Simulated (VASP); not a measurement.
Write the native input for VASP 6.6.1 that does the following.

```
Task                   : single point
Functional             : LDA
Potentials or basis    : VASP PAW LDA potentials, release 64 (Ca_sv, O)
Cutoff                 : 520 eV
k mesh                 : 8 × 8 × 8
Occupations            : gaussian, width 0.05 eV
Spin                   : no spin polarisation
Dipole correction      : no
Further INCAR settings : ALGO = Normal; EDIFF = 1e-06; NBANDS = 15
```

The structure of CaO lies in POSCAR:

```
CaO
1.0
    0.0000000000      2.4490000000      2.5224700000
    2.4490000000      0.0000000000      2.5224700000
    2.4490000000      2.4490000000      0.0000000000
Ca O
1 1
Direct
    0.0000000000      0.0000000000      0.0000000000
    0.5000000000      0.5000000000      0.5000000000
```

This cell differs from its parent crystal: strain +0.000 along x and y, +0.030 along z.

One way to write it, as run:

INCAR

```
SYSTEM = CaO
PREC = Accurate ; ENCUT = 520
EDIFF = 1E-6 ; ISMEAR = 0
SIGMA = 0.05 ; LREAL = .False.
LASPH = .True. ; NELM = 60
ALGO = Normal ; ISIF = 2
LWAVE = .False. ; LCHARG = .False.
GGA = CA ; NBANDS = 15
```

KPOINTS

```
regular mesh
0
Gamma
  8 8 8
  0 0 0
```

Potentials or basis: VASP PAW LDA potentials, release 64 (Ca_sv, O).

Launch:

```console
$ cat potpaw_LDA.64/Ca_sv/POTCAR potpaw_LDA.64/O/POTCAR > POTCAR
$ mpirun -np 1 vasp_std > vasp.out
```

Results of the run:

The pressure is -13.1 GPa. The band gap on the k mesh is 3.44 eV, indirect (least direct gap 3.85 eV).

Caveat: the cell differs from its parent crystal (strain +0.000 along x and y, +0.030 along z).

Run time: 18 s on 1 thread of Intel(R) Xeon(R) Platinum 8488C (Sapphire Rapids), on a shared host, peak memory 0.16 GiB.
